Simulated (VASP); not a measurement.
A run of VASP 6.6.1:

INCAR

```
SYSTEM = PtS2
ALGO = Normal
EDIFF = 1E-6
ENCUT = 520
GGA = PE
ISIF = 2
ISMEAR = -1
LASPH = .True.
LCHARG = .True.
LELF = .True.
LREAL = .False.
LVHAR = .True.
LWAVE = .False.
NBANDS = 18
NELM = 80
PREC = Accurate
SIGMA = 0.051703999572871064
```

KPOINTS

```
k-points
0
Gamma
  6 6 4
  0 0 0
```

POSCAR

```
PtS2
1.0
    3.5431994758      0.0000000000      0.0000000000
   -1.7715997379      3.0685007567      0.0000000000
    0.0000000000      0.0000000000      5.0388000000
Pt S
1 2
Direct
    0.0000000000      0.0000000000      0.0000000000
    0.3333333333      0.6666666667      0.2500000000
    0.6666666667      0.3333333333      0.7500000000
```

Potentials or basis: VASP PAW PBE potentials, release 64 (Pt, S).

Command:

```bash
$ cat potpaw_PBE.64/Pt/POTCAR potpaw_PBE.64/S/POTCAR > POTCAR
$ mpirun -np 1 vasp_std > vasp.out
```

Hardware: 1 thread of AMD EPYC 7R43 64-Core Processor (Zen 3), with other jobs on the host.

Q: How long does it take, and how much memory?

A: It took 30 s on 1 thread of AMD EPYC 7R43 64-Core Processor (Zen 3), with other jobs on the host, peak memory 0.15 GiB. Counts: scf iterations 14, k points 24.
